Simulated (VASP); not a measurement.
# FeO (Pm-3m) in VASP: further runs

Runs on FeO. Level: PBE. Tasks: single point.

Program: VASP 6.6.1. These are calculated values, not measurements. Logs are shortened: lines on timing, memory, paths and dates and some standing lists are left out, and cuts for length are marked.

## Step 1: The cell of the first run

The structure is cubic, space group Pm-3m (No. 221). The conventional cell has a = 2.577 Å, b = 2.577 Å, c = 2.577 Å, α = 90.00°, β = 90.00°, γ = 90.00°. Fe (site symmetry m-3m) has 8 O at 2.23 Å and 6 Fe at 2.58 Å within 3.0 Å. O (site symmetry m-3m) has 8 Fe at 2.23 Å and 6 O at 2.58 Å within 3.0 Å.

## Step 2: Single point, PBE, collinear spin, ferromagnetic start

The input, INCAR:

```
ALGO = Normal
EDIFF = 1E-6
ENCUT = 600
GGA = PE
GGA_COMPAT = False
ISIF = 2
ISMEAR = -1
ISPIN = 2
LASPH = True
LCHARG = False
LMAXMIX = 4
LORBIT = 11
LREAL = False
LWAVE = False
MAGMOM = 3 0
NBANDS = 22
NELM = 200
PREC = Accurate
SIGMA = 0.05
```

The input, KPOINTS:

```
k-points
0
Gamma
  10 10 10
```

The input, POSCAR:

```
FeO
1.0
    2.5771616581      0.0000000000      0.0000000000
    0.0000000000      2.5771616581      0.0000000000
    0.0000000000      0.0000000000      2.5771616581
Fe O
1 1
Direct
    0.0000000000      0.0000000000      0.0000000000
    0.5000000000      0.5000000000      0.5000000000
```

Potentials or basis: VASP PAW PBE potentials, release 64 (Fe_sv, O).

The run is started by

```
$ cat potpaw_PBE.64/Fe_sv/POTCAR potpaw_PBE.64/O/POTCAR > POTCAR
$ mpirun -np 1 vasp_std > vasp.out
```

OUTCAR:

```text
EDIFF = 1E-6
   ENCUT = 600
   GGA = PE
   ISIF = 2
   ISMEAR = -1
   ISPIN = 2
   LASPH = True
   LORBIT = 11
   LREAL = False
   NELM = 200
   PREC = Accurate

 ion  position               nearest neighbor table
   1  0.000  0.000  0.000-   2 2.23   2 2.23   2 2.23   2 2.23   2 2.23   2 2.23   2 2.23   2 2.23

   2  0.500  0.500  0.500-   1 2.23   1 2.23   1 2.23   1 2.23   1 2.23   1 2.23   1 2.23   1 2.23

  LATTYP: Found a simple cubic cell.
 ALAT       =     2.5771616581

  Lattice vectors:

 A1 = (   2.5771616581,   0.0000000000,   0.0000000000)
 A2 = (   0.0000000000,   2.5771616581,   0.0000000000)
 A3 = (   0.0000000000,   0.0000000000,   2.5771616581)

Analysis of symmetry for initial positions (statically):
=====================================================================
 Subroutine PRICEL returns:
 Original cell was already a primitive cell.

 Routine SETGRP: Setting up the symmetry group for a
 simple cubic supercell.

 Subroutine GETGRP returns: Found 48 space group operations
 (whereof 48 operations were pure point group operations)
 out of a pool of 48 trial point group operations.

The static configuration has the point symmetry O_h .

Analysis of symmetry for dynamics (positions and initial velocities):
=====================================================================
 Subroutine PRICEL returns:
 Original cell was already a primitive cell.

 Routine SETGRP: Setting up the symmetry group for a
 simple cubic supercell.

 Subroutine GETGRP returns: Found 48 space group operations
 (whereof 48 operations were pure point group operations)
 out of a pool of 48 trial point group operations.

The dynamic configuration has the point symmetry O_h .

Analysis of structural, dynamic, and magnetic symmetry:
=====================================================================
 Subroutine PRICEL returns:
 Original cell was already a primitive cell.

 Routine SETGRP: Setting up the symmetry group for a
 simple cubic supercell.

 Subroutine GETGRP returns: Found 48 space group operations
 (whereof 48 operations were pure point group operations)
 out of a pool of 48 trial point group operations.

The overall configuration has the point symmetry O_h .

 Subroutine INISYM returns: Found 48 space group operations
 (whereof 48 operations are pure point group operations),
 and found     1 'primitive' translations

----------------------------------------------------------------------------------------

                                     Primitive cell

  volume of cell :      17.1169

  direct lattice vectors                    reciprocal lattice vectors
     2.577161658  0.000000000  0.000000000     0.388023777  0.000000000  0.000000000
     0.000000000  2.577161658  0.000000000     0.000000000  0.388023777  0.000000000
     0.000000000  0.000000000  2.577161658     0.000000000  0.000000000  0.388023777

  length of vectors
     2.577161658  2.577161658  2.577161658     0.388023777  0.388023777  0.388023777

  position of ions in fractional coordinates (direct lattice)
     0.000000000  0.000000000  0.000000000
     0.500000000  0.500000000  0.500000000

  ion indices of the primitive-cell ions
   primitive index   ion index
                 1           1
                 2           2

----------------------------------------------------------------------------------------

 KPOINTS: k-points

Automatic generation of k-mesh.
 Grid dimensions read from file:
 generate k-points for:   10   10   10

 Generating k-lattice:

  Cartesian coordinates                     Fractional coordinates (reciprocal lattice)
     0.038802378  0.000000000  0.000000000     0.100000000  0.000000000  0.000000000
     0.000000000  0.038802378  0.000000000     0.000000000  0.100000000  0.000000000
     0.000000000  0.000000000  0.038802378     0.000000000  0.000000000  0.100000000

  Length of vectors
     0.038802378  0.038802378  0.038802378

  Shift w.r.t. Gamma in fractional coordinates (k-lattice)
     0.000000000  0.000000000  0.000000000

 Subroutine IBZKPT returns following result:
 ===========================================

 Found     56 irreducible k-points:

 Following reciprocal coordinates:
            Coordinates               Weight
  0.000000  0.000000  0.000000      1.000000
  0.100000  0.000000  0.000000      6.000000
  0.200000  0.000000  0.000000      6.000000
  0.300000  0.000000  0.000000      6.000000
  0.400000  0.000000  0.000000      6.000000
  0.500000  0.000000  0.000000      3.000000
[... 16 lines left out ...]
  0.200000  0.100000  0.100000     24.000000
  0.300000  0.100000  0.100000     24.000000
 [... further k-points ...]
   k-points           NKPTS =     56   k-points in BZ     NKDIM =     56   number of bands    NBANDS=     22
   number of dos      NEDOS =    301   number of ions     NIONS =      2
   total plane-waves  NPLWV =  13824
   dimension x,y,z NGX =    24 NGY =   24 NGZ =   24
   dimension x,y,z NGXF=    48 NGYF=   48 NGZF=   48
   ions per type =               1   1
   NGX,Y,Z   is equivalent  to a cutoff of  15.48, 15.48, 15.48 a.u.
   NGXF,Y,Z  is equivalent  to a cutoff of  30.96, 30.96, 30.96 a.u.
 SYSTEM =  unknown system
   PREC   = accura    normal or accurate (medium, high low for compatibility)
   ISTART =      0    job   : 0-new  1-cont  2-samecut
   ICHARG =      2    charge: 1-file 2-atom 10-const
   ISPIN  =      2    spin polarized calculation?
   LNONCOLLINEAR =      F non collinear calculations
   LSORBIT =      F    spin-orbit coupling
   LASPH  =      T    aspherical Exc in radial PAW
   ENCUT  =  600.0 eV  44.10 Ry    6.64 a.u.   5.15  5.15  5.15*2*pi/ulx,y,z
   NELM   =    200;   NELMIN=  2; NELMDL= -5     # of ELM steps
   EDIFF  = 0.1E-05   stopping-criterion for ELM
   LREAL  =      F    real-space projection
[... 7 lines left out ...]
   TEBEG  =    0.0;   TEEND  =   0.0 temperature during run
   PSTRESS=    0.0 pullay stress
   NELECT =      22.0000    total number of electrons
   NUPDOWN=      -1.0000    fix difference up-down
   EMIN   =  10.00;   EMAX   =-10.00  energy-range for DOS
   EFERMI =   0.00;   METHOD = LEGACY
   ISMEAR =    -1;   SIGMA  =   0.05  broadening in eV -4-tet -1-fermi 0-gaus
   EFERMI_NEDOS =   21; number of points for ismear=-14 and -15
   IALGO  =     38    algorithm
   IMIX   =      4    mixing-type and parameters
     AMIX     =   0.40;   BMIX     =  1.00
     AMIX_MAG =   1.60;   BMIX_MAG =  1.00
  volume/ion in A,a.u.               =       8.56        57.76
  Fermi-wavevector in a.u.,A,eV,Ry     =   1.779948  3.363615 43.106197  3.168216
  Thomas-Fermi vector in A             =   2.844838
   LORBIT       =     11    0 simple, 1 ext, 2 COOP (PROOUT), +10 PAW based schemes
   GGA     = PE    functional components
   LHFCALC =     F    Hartree Fock is set to
   AEXX    =    0.0000 exact exchange contribution
   IVDW    =     0    specifies the selected vdW correction
   LEPSILON=     F    determine dielectric tensor
   LRPA    =     F    only Hartree local field effects (RPA)
 spin polarized calculation
  energy-cutoff  :      600.00
  volume of cell :       17.12
 maximum number of plane-waves:       588
 NGX is ok and might be reduce to    24
   NGX = 11   NGY = 11   NGZ = 11

 number of electron      21.9999992 magnetization       3.9892349

 Free energy of the ion-electron system (eV)
  ---------------------------------------------------
  ext. energy  EPLUGINS =         0.00000000
  ---------------------------------------------------
  free energy    TOTEN  =       -14.39948049 eV

  energy without entropy =      -14.39662676  energy(sigma->0) =      -14.39805362

 E-fermi :  11.3490     XC(G=0): -13.5918

 val. band max:       11.3063024674   @ k =   0.2000   0.2000   0.0000
 cond. band min:      11.4173295216   @ k =   0.5000   0.3000   0.3000
 fundamental gap:      0.1110270542
 Fermi energy:        11.3489947480

 spin component 1

 k-point     1 :       0.0000    0.0000    0.0000
  band No.  band energies     occupation
      1     -78.1991      1.00000
      2     -44.1583      1.00000
      3     -44.1583      1.00000
      4     -44.1583      1.00000
      5      -9.5973      1.00000
      6       6.5855      1.00000
[... 14 lines left out ...]
     21      42.4578      0.00000
     22      42.4578      0.00000

 k-point     2 :       0.1000    0.0000    0.0000
  band No.  band energies     occupation
      1     -78.1972      1.00000
      2     -44.1747      1.00000
      3     -44.1565      1.00000
      4     -44.1565      1.00000
      5      -9.4837      1.00000
      6       6.2242      1.00000
[... 14 lines left out ...]
     21      41.3019      0.00000
     22      41.3019      0.00000
[... 523 lines left out ...]
     21      38.5606      0.00000
     22      42.0930      0.00000

 k-point    24 :       0.3000    0.1000    0.1000
  band No.  band energies     occupation
      1     -78.1831      1.00000
      2     -44.2703      1.00000
      3     -44.1626      1.00000
      4     -44.1617      1.00000
      5      -8.5744      1.00000
      6       3.7531      1.00000
[... 14 lines left out ...]
     21      38.5467      0.00000
     22      41.3986      0.00000

 [... further k-points ...]

 spin component 2

 k-point     1 :       0.0000    0.0000    0.0000
  band No.  band energies     occupation
      1     -74.1001      1.00000
      2     -40.1451      1.00000
      3     -40.1451      1.00000
      4     -40.1451      1.00000
      5      -8.9693      1.00000
      6       8.9638      1.00000
[... 14 lines left out ...]
     21      42.9460      0.00000
     22      42.9460      0.00000

 k-point     2 :       0.1000    0.0000    0.0000
  band No.  band energies     occupation
      1     -74.0980      1.00000
      2     -40.1648      1.00000
      3     -40.1430      1.00000
      4     -40.1430      1.00000
      5      -8.8529      1.00000
      6       7.6673      1.00000
[... 14 lines left out ...]
     21      41.9498      0.00000
     22      41.9498      0.00000
[... 523 lines left out ...]
     21      39.4612      0.00000
     22      42.7383      0.00000

 k-point    24 :       0.3000    0.1000    0.1000
  band No.  band energies     occupation
      1     -74.0818      1.00000
      2     -40.2786      1.00000
      3     -40.1508      1.00000
      4     -40.1493      1.00000
      5      -7.9176      1.00000
      6       4.5966      1.00000
[... 14 lines left out ...]
     21      39.4321      0.00000
     22      42.2966      0.00000

 [... further k-points ...]
[... 5 lines left out ...]
  --------------------------------------------------------------------------------------
  -------------------------------------------------------------------------------------
  Total        1.8268672      1.8268672      1.8268672     -0.0000000     -0.0000000      0.0000000
  in kB      170.9986080    170.9986080    170.9986080     -0.0000000     -0.0000000      0.0000000
  external PRESSURE =     170.9986080 kB  Pullay stress =       0.0000000 kB

 VOLUME and BASIS-vectors are now :
 -----------------------------------------------------------------------------
  energy-cutoff  :      600.00
  volume of cell :       17.12
      direct lattice vectors                 reciprocal lattice vectors
     2.577161658  0.000000000  0.000000000     0.388023777  0.000000000  0.000000000
     0.000000000  2.577161658  0.000000000     0.000000000  0.388023777  0.000000000
     0.000000000  0.000000000  2.577161658     0.000000000  0.000000000  0.388023777

 POSITION                                       TOTAL-FORCE (eV/Angst)
 -----------------------------------------------------------------------------------
      0.00000      0.00000      0.00000         0.000000      0.000000      0.000000
      1.28858      1.28858      1.28858         0.000000      0.000000      0.000000
 -----------------------------------------------------------------------------------
    total drift:                                0.000000      0.000000     -0.000000

  FREE ENERGIE OF THE ION-ELECTRON SYSTEM (eV)
  ---------------------------------------------------
  free  energy   TOTEN  =       -14.3994804882 eV

  energy  without entropy=      -14.3966267611  energy(sigma->0) =      -14.39805362

 total charge

# of ion       s       p       d       tot
------------------------------------------
    1        2.113   6.005   5.543  13.661
    2        1.566   3.435   0.000   5.001
--------------------------------------------------
tot          3.679   9.440   5.543  18.662

 magnetization (x)

# of ion       s       p       d       tot
------------------------------------------
    1        0.008   0.011   3.380   3.398
    2        0.031   0.344   0.000   0.375
--------------------------------------------------
tot          0.039   0.354   3.380   3.773
```

It took 33 s on 1 thread of Intel Xeon Platinum 8375C at 2.90GHz (Ice Lake), shared host; peak memory 0.17 GiB.

What came out:

| Property | Result |
| --- | --- |
| Free energy | -14.3995 eV |
| Pressure | 17.1 GPa |
| Band gap on the k mesh | zero (filled and empty bands overlap) |
| Net moment | 3.99 μB per cell |
| Site moments | Fe +3.40; O +0.38 μB |
| Valence electrons inside the program's atomic spheres | Fe 13.66; O 5.00 |

Levels at points of the mesh, in eV from the Fermi level:
Spin up:
| k point | band 10 | band 11 | band 12 | band 13 | band 14 | band 15 | band 16 | band 17 |
| --- | --- | --- | --- | --- | --- | --- | --- | --- |
| (0.00, 0.00, 0.00) | -3.09 | -2.48 | -2.48 | -2.48 | 1.02 | 15.57 | 15.57 | 20.69 |
| (0.50, 0.00, 0.00) | -2.38 | -1.47 | -0.17 | -0.17 | 6.31 | 8.69 | 15.77 | 17.92 |
| (0.50, 0.50, 0.00) | -3.20 | -3.20 | -2.12 | -1.39 | 6.28 | 11.49 | 11.49 | 16.93 |
| (0.50, 0.50, 0.50) | -1.34 | -0.06 | -0.06 | -0.06 | 6.73 | 6.73 | 6.73 | 16.24 |
Spin down:
| k point | band 6 | band 7 | band 8 | band 9 | band 10 | band 11 | band 12 | band 13 |
| --- | --- | --- | --- | --- | --- | --- | --- | --- |
| (0.00, 0.00, 0.00) | -2.39 | -2.39 | -2.39 | -2.30 | -2.30 | 1.67 | 1.67 | 1.67 |
| (0.50, 0.00, 0.00) | -8.59 | -3.15 | -3.15 | -1.72 | 1.43 | 1.80 | 2.74 | 2.74 |
| (0.50, 0.50, 0.00) | -6.18 | -6.18 | -1.80 | -1.40 | 0.42 | 0.71 | 0.71 | 1.85 |
| (0.50, 0.50, 0.50) | -6.71 | -6.71 | -6.71 | 1.91 | 1.91 | 3.16 | 3.16 | 3.16 |

Caveat: a cell with one magnetic atom can't hold antiferromagnetic order, which such compounds often take; semilocal functionals often make such compounds metallic where correlation or magnetic order opens a gap, which also shifts bond lengths. With open d or f shells a metallic result of PBE can be an artefact of self-interaction; +U or a hybrid may open a gap.

## Step 3: Single point, PBE, collinear spin, ferromagnetic start

This run uses another cell than the first one, of 9.27 Å³/atom, 1.083 times its volume.

The input, INCAR:

```
  PREC = Accurate
  ENCUT = 600
  EDIFF = 1E-6
  ISMEAR = -1
  SIGMA = 0.05
  LREAL = F
  LASPH = T
  NELM = 200
  ALGO = Normal
  ISIF = 2
  LWAVE = F
  LCHARG = T
  ISPIN = 2
  MAGMOM = 3 0
  LORBIT = 11
  LMAXMIX = 4
  GGA = PE
  LELF = T
  LVHAR = T
  NBANDS = 22
  GGA_COMPAT = F
```

The input, KPOINTS:

```
Automatic mesh
0
Gamma
  10 10 10
```

The input, POSCAR:

```
FeO
1.0
    2.6468481728      0.0000000000      0.0000000000
    0.0000000000      2.6468481728      0.0000000000
    0.0000000000      0.0000000000      2.6468481728
Fe O
1 1
Direct
    0.0000000000      0.0000000000      0.0000000000
    0.5000000000      0.5000000000      0.5000000000
```

Potentials or basis: VASP PAW PBE potentials, release 64 (Fe_sv, O).

The run is started by

```
$ cat potpaw_PBE.64/Fe_sv/POTCAR potpaw_PBE.64/O/POTCAR > POTCAR
$ mpirun -np 1 vasp_std > vasp.out
```

It took 26 s on 1 thread of Intel Xeon 6975P-C (Granite Rapids), shared host; peak memory 0.17 GiB.

The run converged. Its results:

| Quantity | Value |
| --- | --- |
| Free energy | -14.4822 eV |
| Pressure | -1.7 GPa |
| Band gap on the k mesh | zero (filled and empty bands overlap) |
| Net moment | 4.00 μB per cell |
| Site moments | Fe +3.41; O +0.36 μB |
| Valence electrons inside the program's atomic spheres | Fe 13.62; O 4.96 |

Levels at points of the mesh, in eV from the Fermi level:
Spin up:
```csv
k point,band 11,band 12,band 13,band 14,band 15,band 16
"(0.00, 0.00, 0.00)",-2.58,-2.58,-2.58,0.40,15.02,15.02
"(0.50, 0.00, 0.00)",-1.61,-0.33,-0.33,5.71,7.84,15.60
"(0.50, 0.50, 0.00)",-3.19,-1.94,-1.58,5.67,10.70,10.70
"(0.50, 0.50, 0.50)",-0.30,-0.30,-0.30,6.45,6.45,6.45
```
Spin down:
| k point | band 5 | band 6 | band 7 | band 8 | band 9 | band 10 | band 11 | band 12 | band 13 | band 14 |
| --- | --- | --- | --- | --- | --- | --- | --- | --- | --- | --- |
| (0.00, 0.00, 0.00) | -19.62 | -2.16 | -2.16 | -2.16 | -2.01 | -2.01 | 1.40 | 1.58 | 1.58 | 1.58 |
| (0.50, 0.00, 0.00) | -18.37 | -7.92 | -2.82 | -2.82 | -1.50 | 1.29 | 1.70 | 2.51 | 2.51 | 6.45 |
| (0.50, 0.50, 0.00) | -17.73 | -5.66 | -5.66 | -1.59 | -1.26 | 0.38 | 0.74 | 0.74 | 1.66 | 7.42 |
| (0.50, 0.50, 0.50) | -16.80 | -6.05 | -6.05 | -6.05 | 1.71 | 1.71 | 2.89 | 2.89 | 2.89 | 7.17 |

Caveat: a cell with one magnetic atom can't hold antiferromagnetic order, which such compounds often take; semilocal functionals often make such compounds metallic where correlation or magnetic order opens a gap, which also shifts bond lengths. With open d or f shells a metallic result of PBE can be an artefact of self-interaction; +U or a hybrid may open a gap.
